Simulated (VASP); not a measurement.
Input of a VASP 6.6.1 run:

INCAR

```
PREC     = Accurate       # precision mode
ENCUT    = 520            # plane-wave cutoff, eV
EDIFF    = 1E-6           # SCF threshold, eV
ISMEAR   = -1             # smearing method
SIGMA    = 0.05           # smearing width, eV
LREAL    = False          # projectors in reciprocal space
LASPH    = True           # aspherical terms in the spheres
NELM     = 100            # most SCF steps
ALGO     = Normal         # electronic algorithm
ISIF     = 2              # what is computed and relaxed
LWAVE    = False          # write WAVECAR
LCHARG   = True           # write CHGCAR
LELF     = True           # ELF
LVHAR    = True         
NBANDS   = 15             # bands
```

File KPOINTS:

```
regular mesh
0
Gamma
  7 7 7
```

File POSCAR:

```
TiC
1.0
    0.0000000000      2.1657188437      2.1657188437
    2.1657188437      0.0000000000      2.1657188437
    2.1657188437      2.1657188437      0.0000000000
Ti C
1 1
Direct
   -0.0382610000     -0.0040730000     -0.0078940000
    0.5158140000      0.4525730000      0.5139120000
```

Potentials or basis: VASP PAW LDA potentials, release 64 (Ti_sv, C).

Run with:

```console
$ cat potpaw_LDA.64/Ti_sv/POTCAR potpaw_LDA.64/C/POTCAR > POTCAR
$ mpirun -np 1 vasp_std > vasp.out
```

(1) Estimate the largest force.

(2) Estimate the pressure.

(3) Estimate the band gap on the k mesh.

Answers

(1) 1.500 eV/Å.

(2) -8.4 GPa.

(3) zero (bands 8 and 9 overlap by 0.72 eV).

Caveat: the cell stands under tension; forces of over 1 eV/Å act on the atoms, so gaps and moduli don't describe the material at rest.
